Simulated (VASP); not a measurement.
# Li2O: single point with PBEsol

Crystal: Li2O.

```
CELL_PARAMETERS angstrom
0.01145 2.29566 2.29566
2.29566 0.01145 2.29566
2.29566 2.29566 0.01145
ATOMIC_POSITIONS crystal
Li 0.25000 0.25000 0.25000
Li 0.75000 0.75000 0.75000
O 0.00000 0.00000 0.00000
```

This cell differs from its parent crystal: equal xy, yz and zx engineering shears of +0.5 %.

```
Program             : VASP 6.6.1
Task                : single point
Functional          : PBEsol
Potentials or basis : VASP PAW PBE potentials, release 64 (Li_sv, O)
Cutoff              : 750 eV
k mesh              : 8 × 8 × 8
Occupations         : gaussian, width 0.01 eV
Spin                : no spin polarisation
```

* Pressure: 0.1 GPa
* Largest force: 0.003 eV/Å
* Band gap on the k mesh: 4.86 eV, indirect (least direct gap 5.34 eV)

Forces in eV/Å, atoms in the order of the input:
```
Li  -0.002 -0.002 -0.002
Li   0.002  0.002  0.002
O    0.000  0.000  0.000
```

Stress tensor (GPa, compression positive):
```
 0.11 -0.30 -0.30
-0.30  0.11 -0.30
-0.30 -0.30  0.11
```

Levels at points of the mesh, in eV from the valence-band top:
```
           k point  band 3  band 4  band 5  band 6  band 7  band 8  band 9  band 10
(0.00, 0.00, 0.00)  -15.40   -0.02    0.00    0.00    5.34   11.84   12.00    12.00
(0.50, 0.00, 0.00)  -15.17   -2.88   -0.48   -0.48    9.26    9.97   12.00    12.07
(0.50, 0.50, 0.00)  -15.13   -1.64   -1.47   -1.43    4.86   13.61   13.69    14.96
(0.50, 0.50, 0.50)  -15.18   -2.88   -0.45   -0.45    9.22    9.97   12.13    12.13
```

Run time: 17 s on 1 thread of Intel(R) Xeon(R) 6975P-C (Granite Rapids) (shared host), peak memory 0.17 GiB.

Caveat: the cell differs from its parent crystal (equal xy, yz and zx engineering shears of +0.5 %); the PAW data sets were made with another functional, which shifts forces and pressure a little. A k mesh can miss the band edges.
